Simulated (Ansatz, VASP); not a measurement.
## Two plane-wave programs on MnIn3

INCAR

```
PREC     = Accurate       # precision mode
ENCUT    = 600            # plane-wave cutoff, eV
EDIFF    = 1E-6           # SCF threshold, eV
ISMEAR   = 0              # smearing method
SIGMA    = 0.1            # smearing width, eV
LREAL    = False          # projectors in reciprocal space
LASPH    = True           # aspherical terms in the spheres
NELM     = 150            # most SCF steps
ALGO     = Normal         # electronic algorithm
ISIF     = 3              # what is computed and relaxed
LWAVE    = False          # write WAVECAR
LCHARG   = False          # write CHGCAR
ISPIN    = 2              # spin polarisation
MAGMOM   = 4.38 0 0 0     # initial moments
LORBIT   = 11             # projections on sites
LMAXMIX  = 4              # l up to which the mixer works
GGA      = PE             # functional
IBRION   = 2              # ionic algorithm
NSW      = 90             # ionic steps
EDIFFG   = -0.04          # ionic threshold
```

Contents of KPOINTS:

```
regular mesh
0
Gamma
  3 3 6
```

Contents of POSCAR:

```
MnIn3
1.0
    5.8764096916      0.0000000000      0.0000000000
   -2.9382048458      5.0891200760      0.0000000000
    0.0000000000      0.0000000000      3.4111640927
Mn In
1 3
Direct
    0.0000000000      0.0000000000      0.5000000000
    0.5000000000      0.5000000000      0.5000000000
    0.5000000000      0.0000000000      0.5000000000
    0.0000000000      0.5000000000      0.5000000000
```

Input for Ansatz:

```yaml
crystal:
  lattice:
    - [5.8764096916, 0.0, 0.0]
    - [-2.9382048458, 5.089120076, 0.0]
    - [0.0, 0.0, 3.4111640927]
  atoms:
    - { symbol: Mn, position: [0.0, 0.0, 0.5], spin: 4.38 }
    - { symbol: In, position: [0.5, 0.5, 0.5] }
    - { symbol: In, position: [0.5, 0.0, 0.5] }
    - { symbol: In, position: [0.0, 0.5, 0.5] }
basis:
  ecutwfc: 420
kpoints:
  mp_grid: { grid: [3, 3, 6] }
hamiltonian:
  xc: pbe
scf:
  occupations: { method: gaussian, width: 0.1 }
  lower_state_search: "off"
output:
  forces: true
  stress: true
  eigenvalues: true
  populations: true
magnetization:
  spin_polarized: true
relax:
  adjacent_minimum: "off"
  f_tol: 0.04
  max_steps: 70
  cell: { stress_tol: 0.4 }
```

Alike in both runs: task relaxation of cell and atoms; functional PBE; k mesh 3 × 3 × 6; occupations gaussian, width 0.1 eV; collinear spin.

|  | VASP | Ansatz |
| --- | --- | --- |
| version | VASP 6.6.1 | Ansatz 0.2.0 |
| potentials or method | VASP PAW PBE potentials, release 64 (Mn_pv, In_d), cutoff 600 eV | scalar-relativistic, plane waves, PAW |
| valence electrons in the cell | 52 | 54 |

|  | VASP | Ansatz | Ansatz less VASP |
| --- | --- | --- | --- |
| gap on the k mesh at the Fermi level, each at its own relaxed structure (eV) | none | none | - |
| net moment per atom (μB) | 0.88 | 0.88 | 0.000 |
| size of the moment on the site where the two differ most (μB) | 3.75 | 3.85 | +0.099 |
| relaxed volume (Å³/atom) | 24.94 | 24.95 | +0.008 |
| relaxed cell length with the largest relative difference (Å) | 5.966 | 5.967 | +0.0011 |

Site moments also hang on the region over which each program counts them. A gap of «none» marks a metal or a gap that the smearing closes. VASP's potentials hold 52 valence electrons a cell and Ansatz's 54, so a difference there can come from the potentials and not from the codes.

The k mesh is coarse, so the values compare programs but aren't converged.
